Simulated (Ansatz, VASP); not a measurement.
**One calculation of SiC, two programs**

```xyz
2
Lattice="0.0000 2.1783 2.1783 2.1783 0.0000 2.1783 2.1783 2.1783 0.0000" Properties=species:S:1:pos:R:3 pbc="T T T"
Si    0.0000    0.0000    0.0000
C     1.0892    1.0892    1.0892
```

Alike in both runs: functional r2SCAN; k mesh 10 × 10 × 10; occupations fermi-dirac, width 0.02 eV; no spin polarisation.

Ansatz relaxed the structure, and its values are those at the end. VASP's run is a single point on that final structure, the one shown.

```csv
,VASP,Ansatz
version,VASP 6.6.1,Ansatz 0.2.0
potentials or method,"VASP PAW PBE potentials, release 64 (Si, C), cutoff 520 eV",PAW plane waves
valence electrons in the cell,8,8
```

```tsv
	VASP	Ansatz	Ansatz less VASP
gap on the k mesh at the Fermi level (eV)	1.72	1.71	-0.013
pressure (GPa)	-0.2	0.0	+0.23
```

VASP's potentials were made for PBE, not for r2SCAN.
